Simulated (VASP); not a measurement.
Here is a VASP 6.6.1 calculation.

Contents of INCAR:

```
SYSTEM = Al
ALGO = Normal ; EDIFF = 1E-6
ENCUT = 520 ; GGA = PE
ISIF = 2 ; ISMEAR = 1
LASPH = .TRUE. ; LCHARG = .TRUE.
LELF = .TRUE. ; LREAL = .FALSE.
LVHAR = .TRUE. ; LWAVE = .FALSE.
NBANDS = 8 ; NELM = 100
PREC = Accurate ; SIGMA = 0.1
```

File KPOINTS:

```
k-points
0
G
  12 12 12
  0 0 0
```

The input POSCAR:

```
Al
1.0
    0.0000000000      2.0742149737      2.0742149737
    2.0742149737      0.0000000000      2.0742149737
    2.0742149737      2.0742149737      0.0000000000
Al
1
Direct
    0.0000000000      0.0000000000      0.0000000000
```

Potentials or basis: VASP PAW PBE potentials, release 64 (Al).

Run with:

```bash
$ cat potpaw_PBE.64/Al/POTCAR > POTCAR
$ mpirun -np 1 vasp_std > vasp.out
```

(1) What does it give for the pressure?

## Answers

(1) -5.2 GPa.
